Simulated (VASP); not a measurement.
A run of VASP 6.6.1 is set up as follows.

File INCAR:

```
SYSTEM = LaAl2N3
PREC = Accurate
ENCUT = 600
EDIFF = 1E-6
ISMEAR = 0
SIGMA = 0.1
LREAL = .False.
LASPH = .True.
NELM = 60
ALGO = Normal
ISIF = 3
LWAVE = .False.
LCHARG = .False.
GGA = PE
IBRION = 2
NSW = 100
EDIFFG = -0.01
```

The input KPOINTS:

```
Automatic mesh
0
Gamma
  12 12 6
  0 0 0
```

POSCAR

```
LaAl2N3
1.0
    3.1585092885      0.0000000000      0.0000000000
   -1.5792546442      2.7353492819      0.0000000000
    0.0000000000      0.0000000000      7.9081983796
La Al N
1 2 3
Direct
    0.0000000000      0.0000000000      0.0000000000
    0.3333333333      0.6666666667      0.6476640310
    0.6666666667      0.3333333333      0.3523359690
    0.0000000000      0.0000000000      0.5000000000
    0.3333333333      0.6666666667      0.2166480152
    0.6666666667      0.3333333333      0.7833519848
```

Potentials or basis: VASP PAW PBE potentials, release 64 (La, Al, N).

Command:

```bash
$ cat potpaw_PBE.64/La/POTCAR potpaw_PBE.64/Al/POTCAR potpaw_PBE.64/N/POTCAR > POTCAR
$ mpirun -np 1 vasp_std > vasp.out
```

Task: Estimate the band gap on the k mesh.

Result: Zero (band 16 reaches 9.40 eV, above the bottom of band 17 at 9.19 eV).

Task: Estimate the relaxed volume.

Result: 11.40 Å³/atom.

Task: Predict the space group after relaxing (to 0.05 Å).

Result: P-3m1 (No. 164).

The path:
```csv
step,energy change (eV),largest force (eV/Å),pressure (GPa),volume (Å³)
1,0.0000,0.1142,-0.12,68.32
2,-0.0009,0.0313,0.30,68.24
3,-0.0009,0.0371,0.32,68.24
4,-0.0013,0.0270,-0.05,68.43
5,-0.0013,0.0268,-0.06,68.44
6,-0.0013,0.0259,-0.11,68.46
7,-0.0013,0.0262,-0.09,68.44
8,-0.0013,0.0093,0.02,68.42
```

Caveat: spin-orbit coupling is left out, which moves the levels of the heavy elements.
